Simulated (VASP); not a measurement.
Write the native input for VASP 6.6.1 that does the following.

| Quantity | Value |
| --- | --- |
| Task | single point |
| Functional | PBE-based global hybrid with 50 % exact exchange |
| Potentials or basis | VASP PAW PBE potentials, release 64 (F, Li_sv) |
| Cutoff | 520 eV |
| k mesh | 7 × 7 × 7 |
| Occupations | fermi-dirac, width 0.05 eV |
| Spin | no spin polarisation |
| Dipole correction | no |
| Grid for exact exchange (PRECFOCK) | Normal |
| Share of exact exchange | 0.5 |
| Further INCAR settings | ALGO = Normal; EDIFF = 1e-07; NBANDS = 12 |

LiF:

```xyz
2
Lattice="0.0000 2.0140 2.0140 2.0140 0.0000 2.0140 2.0140 2.0140 0.0000" Properties=species:S:1:pos:R:3 pbc="T T T"
F     2.0140    2.0140    2.0140
Li    0.0000    0.0000    0.0000
```

The input as run:

POSCAR

```
LiF
1.0
    0.0000000000      2.0140000000      2.0140000000
    2.0140000000      0.0000000000      2.0140000000
    2.0140000000      2.0140000000      0.0000000000
F Li
1 1
Direct
    0.5000000000      0.5000000000      0.5000000000
    0.0000000000      0.0000000000      0.0000000000
```

INCAR.step1

```
PREC = Accurate ; ENCUT = 520
EDIFF = 1E-5 ; ISMEAR = -1
SIGMA = 0.05 ; LREAL = F
LASPH = T ; NELM = 80
ALGO = Normal ; ISIF = 2
LWAVE = T ; LCHARG = F
NBANDS = 12 ; GGA = PE
```

INCAR.step2

```
PREC = Accurate ; ENCUT = 520
EDIFF = 1E-7 ; ISMEAR = -1
SIGMA = 0.05 ; LREAL = F
LASPH = T ; NELM = 80
ALGO = Normal ; ISIF = 2
LWAVE = F ; LCHARG = F
GGA = PE ; LHFCALC = T
AEXX = 0.5 ; PRECFOCK = Normal
NBANDS = 12 ; ISTART = 1
```

KPOINTS

```
Automatic mesh
0
Gamma
  7 7 7
```

Potentials or basis: VASP PAW PBE potentials, release 64 (F, Li_sv).

Run with:

```sh
$ cat potpaw_PBE.64/F/POTCAR potpaw_PBE.64/Li_sv/POTCAR > POTCAR
$ cp INCAR.step1 INCAR
$ mpirun -np 1 vasp_std > vasp.out
$ cp INCAR.step2 INCAR
$ mpirun -np 1 vasp_std > vasp.out
```

Results of the run:

```json
{"Band gap on the k mesh": "15.26 eV"}
```

Wall time 3.4 min on 1 thread of Intel(R) Xeon(R) 6975P-C (Granite Rapids) (shared host), peak memory 0.13 GiB.
